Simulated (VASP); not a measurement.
## N: single point with PBE

Crystal: N.

```
CELL_PARAMETERS angstrom
0.00000 1.60427 1.60427
1.60427 0.00000 1.60427
1.60427 1.60427 0.00000
ATOMIC_POSITIONS crystal
N 0.00000 0.00000 0.00000
```

```yaml
Program: VASP 6.6.1
Task: single point
Functional: PBE
Potentials_or_basis: VASP PAW PBE potentials, release 64 (N)
Cutoff: 600 eV
k_mesh: 18 × 18 × 18
Occupations: fermi-dirac, width 0.1 eV
Spin: no spin polarisation
```

| Property | Result |
| --- | --- |
| Pressure | -12.8 GPa |

Levels at points of the mesh, in eV from the Fermi level:
| k point | band 1 | band 2 | band 3 | band 4 | band 5 | band 6 |
| --- | --- | --- | --- | --- | --- | --- |
| (0.00, 0.00, 0.00) | -19.03 | 3.58 | 3.58 | 3.58 | 21.35 | 30.79 |
| (0.50, 0.00, 0.00) | -13.09 | -7.30 | 2.54 | 2.54 | 21.01 | 25.26 |
| (0.50, 0.50, 0.00) | -10.93 | -6.00 | 0.14 | 0.14 | 14.76 | 18.38 |

Run time: 5.2 s on 1 thread of Intel(R) Xeon(R) 6975P-C (Granite Rapids), on a shared host, peak memory 0.11 GiB.
